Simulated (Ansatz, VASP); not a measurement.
**Mg4Se in VASP and in Ansatz**

```
CELL_PARAMETERS angstrom
3.63991 0.00000 0.00000
-1.81996 3.15226 0.00000
0.00000 0.00000 10.51083
ATOMIC_POSITIONS crystal
Mg 0.66667 0.33333 0.84180
Mg 0.33333 0.66667 0.15820
Mg 0.66667 0.33333 0.38689
Mg 0.33333 0.66667 0.61311
Se 0.00000 0.00000 0.00000
```

Alike in both runs: task single point; functional PBE; k mesh 6 × 6 × 2; occupations gaussian, width 0.1 eV; no spin polarisation.

```csv
,VASP,Ansatz
version,VASP 6.6.1,Ansatz 0.2.0
potentials or method,"VASP PAW PBE potentials, release 64 (Mg, Se), cutoff 600 eV","scalar-relativistic, plane waves, PAW"
valence electrons in the cell,14,56
```

```csv
,VASP,Ansatz,Ansatz less VASP
gap on the k mesh at the Fermi level (eV),none,none,-
pressure (GPa),0.2,0.3,+0.09
"traceless stress, the component that is largest in VASP (GPa)",-0.70,-0.68,+0.017
rms of the force components (eV/Å),0.027,0.027,+0.0003
```

Atom by atom the forces differ by 0.001 eV/Å (rms over components). A gap of «none» marks a metal or a gap that the smearing closes. VASP's potentials hold 14 valence electrons a cell and Ansatz's 56, so a difference there can come from the potentials and not from the codes.
